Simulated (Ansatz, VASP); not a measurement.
## Two plane-wave programs on LaCuIr4

```
CELL_PARAMETERS angstrom
0.00000 3.62769 3.62769
3.62769 0.00000 3.62769
3.62769 3.62769 0.00000
ATOMIC_POSITIONS crystal
La 0.75000 0.75000 0.75000
Cu 0.00000 0.00000 0.00000
Ir 0.37476 0.37476 0.87571
Ir 0.87571 0.37476 0.37476
Ir 0.37476 0.37476 0.37476
Ir 0.37476 0.87571 0.37476
```

Change from the starting cell: species swapped into the LuInCo4 type (F-43m, No. 216).

Alike in both runs: task single point; functional PBE; k mesh 4 × 4 × 4; occupations gaussian, width 0.1 eV; no spin polarisation.

```csv
,VASP,Ansatz
version,VASP 6.6.1,Ansatz 0.2.0
potentials or method,"VASP PAW PBE potentials, release 64 (La, Cu, Ir), cutoff 520 eV","scalar-relativistic, plane waves, PAW"
valence electrons in the cell,58,98
```

VASP gave:

```
gap on the k mesh at the Fermi level (eV) : none
pressure (GPa)                            : 28.0
rms of the force components (eV/Å)        : 0.041
```

**Question.** What did Ansatz give for the same quantities?

**Answer.** gap on the k mesh at the Fermi level (eV): none; pressure (GPa): 27.8; rms of the force components (eV/Å): 0.047.

Atom by atom the forces differ by 0.005 eV/Å (rms over components). A gap of «none» marks a metal or a gap that the smearing closes. With one functional, cell and mesh, what is left measures potentials, basis and numerics. VASP's potentials hold 58 valence electrons a cell and Ansatz's 98, so a difference there can come from the potentials and not from the codes.

The k mesh is coarse, so the values compare programs but aren't converged. Neither program's run includes spin-orbit coupling.
